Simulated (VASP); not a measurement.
# BN (I-4m2) in VASP: notebook, part 3 of 3

VASP 6.6.1.

## 5. Single point, PBE

This run uses another cell than the first one, of 6.11 Å³/atom, 1.114 times its volume.

Contents of INCAR:

```
SYSTEM = BN
  ALGO = Normal
  EDIFF = 1E-7
  ENCUT = 520
  GGA = PE
  ISIF = 2
  ISMEAR = 0
  LASPH = .TRUE.
  LCHARG = .FALSE.
  LREAL = .FALSE.
  LWAVE = .FALSE.
  NBANDS = 16
  NELM = 80
  PREC = Accurate
  SIGMA = 0.05
```

Contents of KPOINTS:

```
k-points
0
G
  6 6 6
  0 0 0
```

Contents of POSCAR:

```
BN
1.0
    0.0000000000     -1.8123937734     -1.8364986106
   -1.8364986106      0.0000000000     -1.8364986106
    1.8364986106      1.8123937734     -3.6729972212
B N
2 2
Direct
    0.0000000000      0.0000000000      0.0000000000
    0.5000000000      0.5000000000      0.5000000000
    0.3750000000      0.3750000000      0.8750000000
    0.8750000000      0.8750000000      0.3750000000
```

Potentials or basis: VASP PAW PBE potentials, release 64 (B, N).

Started as:

```sh
$ cat potpaw_PBE.64/B/POTCAR potpaw_PBE.64/N/POTCAR > POTCAR
$ mpirun -np 1 vasp_std > vasp.out
```

OUTCAR:

```text
SYSTEM = BN
   EDIFF = 1E-7
   ENCUT = 520
   GGA = PE
   ISIF = 2
   ISMEAR = 0
   LASPH = .TRUE.
   LREAL = .FALSE.
   NELM = 80
   PREC = Accurate

 ion  position               nearest neighbor table
   1  0.000  0.000  0.000-   3 1.58   3 1.58   3 1.58   4 1.58
   2  0.500  0.500  0.500-   4 1.58   4 1.58   3 1.58   4 1.58
   3  0.375  0.375  0.875-   1 1.58   1 1.58   1 1.58   2 1.58
   4  0.875  0.875  0.375-   2 1.58   2 1.58   1 1.58   2 1.58

  LATTYP: Found a base centered monoclinic cell.
 ALAT       =     4.4592083437
 B/A-ratio  =     0.5824355002
 C/A-ratio  =     1.0000000000
 COS(beta)  =    -0.3215377761

  Lattice vectors:

 A1 = (   1.8364986106,  -1.8123937734,   0.0000000000)
 A2 = (   0.0000000000,  -1.8123937734,  -1.8364986106)
 A3 = (   1.8364986106,   3.6247875468,  -1.8364986106)

Analysis of symmetry for initial positions (statically):
=====================================================================
 Subroutine PRICEL returns following result:

  LATTYP: Found a body centered tetragonal cell.
 ALAT       =     2.5972012424
 C/A-ratio  =     1.3956513988

  Lattice vectors:

 A1 = (  -1.8364986106,   1.8123937734,  -0.0000000000)
 A2 = (   1.8364986106,   1.8123937734,   0.0000000000)
 A3 = (   0.0000000000,  -1.8123937734,  -1.8364986106)

   2 primitive cells build up your supercell.

 Routine SETGRP: Setting up the symmetry group for a
 base centered monoclinic supercell.

 Subroutine GETGRP returns: Found  2 space group operations
 (whereof  2 operations were pure point group operations)
 out of a pool of  4 trial point group operations.

The static configuration has the point symmetry C_1h.

Analysis of symmetry for dynamics (positions and initial velocities):
=====================================================================
 Subroutine PRICEL returns following result:

  LATTYP: Found a body centered tetragonal cell.
 ALAT       =     2.5972012424
 C/A-ratio  =     1.3956513988

  Lattice vectors:

 A1 = (  -1.8364986106,   1.8123937734,  -0.0000000000)
 A2 = (   1.8364986106,   1.8123937734,   0.0000000000)
 A3 = (   0.0000000000,  -1.8123937734,  -1.8364986106)

   2 primitive cells build up your supercell.

 Routine SETGRP: Setting up the symmetry group for a
 base centered monoclinic supercell.

 Subroutine GETGRP returns: Found  2 space group operations
 (whereof  2 operations were pure point group operations)
 out of a pool of  4 trial point group operations.

The dynamic configuration has the point symmetry C_1h.

 Subroutine INISYM returns: Found  2 space group operations
 (whereof  2 operations are pure point group operations),
 and found     2 'primitive' translations

----------------------------------------------------------------------------------------

                                     Primitive cell

  volume of cell :      12.2254

  direct lattice vectors                    reciprocal lattice vectors
    -1.836498611  1.812393773 -0.000000000    -0.272257217  0.275878238 -0.272257217
     1.836498611  1.812393773  0.000000000     0.272257217  0.275878238 -0.272257217
     0.000000000 -1.812393773 -1.836498611     0.000000000 -0.000000000 -0.544514433
[... 27 lines left out ...]

  Length of vectors
     0.076067733  0.075339450  0.039471930

  Shift w.r.t. Gamma in fractional coordinates (k-lattice)
     0.000000000  0.000000000  0.000000000

 Subroutine IBZKPT returns following result:
 ===========================================

 Found     68 irreducible k-points:

 Following reciprocal coordinates:
            Coordinates               Weight
  0.000000  0.000000  0.000000      1.000000
  0.166667  0.000000  0.000000      2.000000
  0.333333  0.000000  0.000000      2.000000
  0.500000  0.000000  0.000000      1.000000
  0.000000  0.166667  0.000000      4.000000
  0.166667  0.166667  0.000000      4.000000
[... 16 lines left out ...]
  0.333333  0.000000  0.166667      2.000000
  0.500000  0.000000  0.166667      2.000000
 [... further k-points ...]
   k-points           NKPTS =     68   k-points in BZ     NKDIM =     68   number of bands    NBANDS=     16
   number of dos      NEDOS =    301   number of ions     NIONS =      4
   total plane-waves  NPLWV =  14400
   dimension x,y,z NGX =    20 NGY =   20 NGZ =   36
   dimension x,y,z NGXF=    40 NGYF=   40 NGZF=   72
   ions per type =               2   2
   NGX,Y,Z   is equivalent  to a cutoff of  12.89, 12.80, 13.33 a.u.
   NGXF,Y,Z  is equivalent  to a cutoff of  25.77, 25.60, 26.67 a.u.
 SYSTEM =  BN
   PREC   = accura    normal or accurate (medium, high low for compatibility)
   ISTART =      0    job   : 0-new  1-cont  2-samecut
   ICHARG =      2    charge: 1-file 2-atom 10-const
   ISPIN  =      1    spin polarized calculation?
   LNONCOLLINEAR =      F non collinear calculations
   LSORBIT =      F    spin-orbit coupling
   LASPH  =      T    aspherical Exc in radial PAW
   ENCUT  =  520.0 eV  38.22 Ry    6.18 a.u.   4.80  4.83  8.35*2*pi/ulx,y,z
   NELM   =     80;   NELMIN=  2; NELMDL= -5     # of ELM steps
   EDIFF  = 0.1E-06   stopping-criterion for ELM
   LREAL  =      F    real-space projection
   EDIFFG = 0.1E-05   stopping-criterion for IOM
   NSW    =      0    number of steps for IOM
   IBRION =     -1    ionic relax: 0-MD 1-quasi-New 2-CG
   NFREE  =      0    steps in history (QN), initial steepest desc. (CG)
   ISIF   =      2    stress and relaxation
   ISYM   =      2    0-nonsym 1-usesym 2-fastsym
   POTIM  = 0.5000    time-step for ionic-motion
   TEBEG  =    0.0;   TEEND  =   0.0 temperature during run
   PSTRESS=    0.0 pullay stress
   NELECT =      16.0000    total number of electrons
   NUPDOWN=      -1.0000    fix difference up-down
   EMIN   =  10.00;   EMAX   =-10.00  energy-range for DOS
   EFERMI =   0.00;   METHOD = LEGACY
   ISMEAR =     0;   SIGMA  =   0.05  broadening in eV -4-tet -1-fermi 0-gaus
   EFERMI_NEDOS =   21; number of points for ismear=-14 and -15
   IALGO  =     38    algorithm
   IMIX   =      4    mixing-type and parameters
     AMIX     =   0.40;   BMIX     =  1.00
     AMIX_MAG =   1.60;   BMIX_MAG =  1.00
  volume/ion in A,a.u.               =       6.11        41.25
  Fermi-wavevector in a.u.,A,eV,Ry     =   1.421293  2.685854 27.484767  2.020073
  Thomas-Fermi vector in A             =   2.542118
   LORBIT       =      0    0 simple, 1 ext, 2 COOP (PROOUT), +10 PAW based schemes
   GGA     = PE    functional components
   LHFCALC =     F    Hartree Fock is set to
   AEXX    =    0.0000 exact exchange contribution
   IVDW    =     0    specifies the selected vdW correction
   LEPSILON=     F    determine dielectric tensor
   LRPA    =     F    only Hartree local field effects (RPA)
 non-spin polarized calculation
 Gauss-broadening in eV      SIGMA  =   0.05
  energy-cutoff  :      520.00
  volume of cell :       24.45
 maximum number of plane-waves:       674
   NGX =  9   NGY =  9   NGZ = 17

 number of electron      16.0000000 magnetization

 Free energy of the ion-electron system (eV)
  ---------------------------------------------------
  ext. energy  EPLUGINS =         0.00000000
  ---------------------------------------------------
  free energy    TOTEN  =       -34.87564408 eV

  energy without entropy =      -34.87564408  energy(sigma->0) =      -34.87564408

 E-fermi :   7.3118     XC(G=0): -12.6521

 val. band max:        7.0684526968   @ k =   0.0000   0.0000   0.0000
 cond. band min:      11.2616337343   @ k =   0.5000   0.0000   0.5000
 fundamental gap:      4.1931810374
 Fermi energy:         7.3118164577

 k-point     1 :       0.0000    0.0000    0.0000
  band No.  band energies     occupation
      1     -12.8585      2.00000
      2      -8.8034      2.00000
      3      -3.3922      2.00000
      4       5.0122      2.00000
      5       5.2060      2.00000
      6       6.9437      2.00000
[... 433 lines left out ...]
      3      -2.4837      2.00000
      4      -0.8878      2.00000
      5       1.2434      2.00000
      6       2.7040      2.00000
[... 8 lines left out ...]
     15      22.7618      0.00000
     16      22.8481      0.00000

 [... further k-points ...]
[... 5 lines left out ...]
  --------------------------------------------------------------------------------------
  -------------------------------------------------------------------------------------
  Total       -1.7972239     -0.6187047     -1.7972239     -0.0056902      0.0056902      0.0055750
  in kB     -117.7657498    -40.5415377   -117.7657498     -0.3728598      0.3728589      0.3653070
  external PRESSURE =     -92.0243458 kB  Pullay stress =       0.0000000 kB

 VOLUME and BASIS-vectors are now :
 -----------------------------------------------------------------------------
  energy-cutoff  :      520.00
  volume of cell :       24.45
      direct lattice vectors                 reciprocal lattice vectors
     0.000000000 -1.812393773 -1.836498611     0.136128608 -0.413817356 -0.136128608
    -1.836498611  0.000000000 -1.836498611    -0.408385825  0.137939119 -0.136128608
     1.836498611  1.812393773 -3.672997221     0.136128608  0.137939119 -0.136128608

 POSITION                                       TOTAL-FORCE (eV/Angst)
 -----------------------------------------------------------------------------------
      0.00000      0.00000      0.00000        -0.001782     -0.001723      0.001782
      0.00000      0.00000     -3.67300        -0.001782     -0.001723      0.001782
      0.91825      0.90620     -4.59125         0.001782      0.001723     -0.001782
     -0.91825     -0.90620     -4.59125         0.001782      0.001723     -0.001782
 -----------------------------------------------------------------------------------
    total drift:                               -0.000024     -0.000058      0.000021

  FREE ENERGIE OF THE ION-ELECTRON SYSTEM (eV)
  ---------------------------------------------------
  free  energy   TOTEN  =       -34.8756440834 eV

  energy  without entropy=      -34.8756440834  energy(sigma->0) =      -34.87564408
```

Run time: 11 s. Hardware: 1 thread of Intel Xeon 6975P-C (Granite Rapids), shared host; peak memory 0.14 GiB.

Results:

```
Free energy            : -34.8756 eV
Pressure               : -9.2 GPa
Largest force          : 0.003 eV/Å
Band gap on the k mesh : 4.19 eV
```

Forces in eV/Å, atoms in the order of the input:
```
B   -0.002 -0.002  0.002
B   -0.002 -0.002  0.002
N    0.002  0.002 -0.002
N    0.002  0.002 -0.002
```

Stress tensor (GPa, compression positive):
```
-11.78  -0.04   0.04
 -0.04  -4.05   0.04
  0.04   0.04 -11.78
```

Caveat: the k points lie up to 0.48 Å⁻¹ apart.

## 6. Single point, PBE

This run uses another cell than the first one, of 6.28 Å³/atom, 1.144 times its volume.

Contents of INCAR:

```
SYSTEM = BN
  PREC = Accurate
  ENCUT = 520
  EDIFF = 1E-6
  ISMEAR = 0
  SIGMA = 0.05
  LREAL = .FALSE.
  LASPH = .TRUE.
  NELM = 100
  ALGO = Normal
  ISIF = 2
  LWAVE = .FALSE.
  LCHARG = .TRUE.
  GGA = PE
  LELF = .TRUE.
  LVHAR = .TRUE.
  NBANDS = 16
```

Contents of KPOINTS:

```
regular mesh
0
G
  6 6 6
  0 0 0
```

Contents of POSCAR:

```
BN
1.0
    0.0000000000     -1.8123937734     -1.8607846871
   -1.8607846871      0.0000000000     -1.8607846871
    1.8607846871      1.8123937734     -3.7215693743
B N
2 2
Direct
    0.0000000000      0.0000000000      0.0000000000
    0.5000000000      0.5000000000      0.5000000000
    0.3750000000      0.3750000000      0.8750000000
    0.8750000000      0.8750000000      0.3750000000
```

Potentials or basis: VASP PAW PBE potentials, release 64 (B, N).

Started as:

```sh
$ cat potpaw_PBE.64/B/POTCAR potpaw_PBE.64/N/POTCAR > POTCAR
$ mpirun -np 1 vasp_std > vasp.out
```

Wall time 11 s (1 thread of Intel Xeon 6975P-C (Granite Rapids), shared host); peak memory 0.14 GiB.

The run converged. Its results:

- Free energy: -34.8064 eV
- Pressure: -17.7 GPa
- Band gap on the k mesh: 3.96 eV

Forces on the atoms (eV/Å):
```
B   -0.002 -0.002  0.002
B   -0.002 -0.002  0.002
N    0.002  0.002 -0.002
N    0.002  0.002 -0.002
```

Stress tensor (GPa, compression positive):
```
-22.59  -0.04   0.03
 -0.04  -7.84   0.04
  0.03   0.04 -22.59
```

Levels at points of the mesh, in eV from the valence-band top:
| k point | band 6 | band 7 | band 8 | band 9 | band 10 | band 11 |
| --- | --- | --- | --- | --- | --- | --- |
| (0.00, 0.00, 0.00) | -0.24 | -0.24 | 0.00 | 8.25 | 8.44 | 8.44 |
| (0.50, 0.00, 0.00) | -4.87 | -3.80 | -3.80 | 6.88 | 6.88 | 12.03 |
| (0.00, 0.50, 0.00) | -5.15 | -3.48 | -3.48 | 7.30 | 7.30 | 12.43 |
| (0.50, 0.50, 0.00) | -4.65 | -2.17 | -1.80 | 4.38 | 8.93 | 9.06 |
| (0.00, 0.00, 0.50) | -1.36 | -1.08 | -1.08 | 8.78 | 8.78 | 9.79 |
| (0.50, 0.00, 0.50) | -4.99 | -2.17 | -1.80 | 3.96 | 8.33 | 9.06 |

Caveat: the k points lie up to 0.48 Å⁻¹ apart. A hybrid or GW would open this gap; PBE tends to underestimate it.

## 7. Overview

```tsv
cell	gap on the mesh (eV)	pressure (GPa)
a = 2.512, b = 2.461, c = 4.292 Å, angles 73.3, 75.1, 60.7°, 4 atoms	4.14	35.7
a = 2.546, b = 2.529, c = 4.390 Å, angles 73.3, 73.8, 60.2°, 4 atoms	4.35	10.8
a = 2.529, b = 2.495, c = 4.341 Å, angles 73.3, 74.5, 60.4°, 4 atoms	4.25	22.6
a = 2.580, b = 2.597, c = 4.489 Å, angles 73.2, 72.6, 59.8°, 4 atoms	4.19	-9.2
a = 2.598, b = 2.632, c = 4.538 Å, angles 73.1, 72.0, 59.6°, 4 atoms	3.96	-17.7
```

Alike in all rows: task single point; level PBE; potentials or basis VASP PAW PBE potentials, release 64 (B, N); no spin polarisation; k mesh 6 × 6 × 6; cutoff (eV) 520; smearing gaussian 0.05 eV.

Caveats: all runs use coarse meshes.

Total energies depend on the potentials used, so only differences within one code and one set of settings carry meaning.
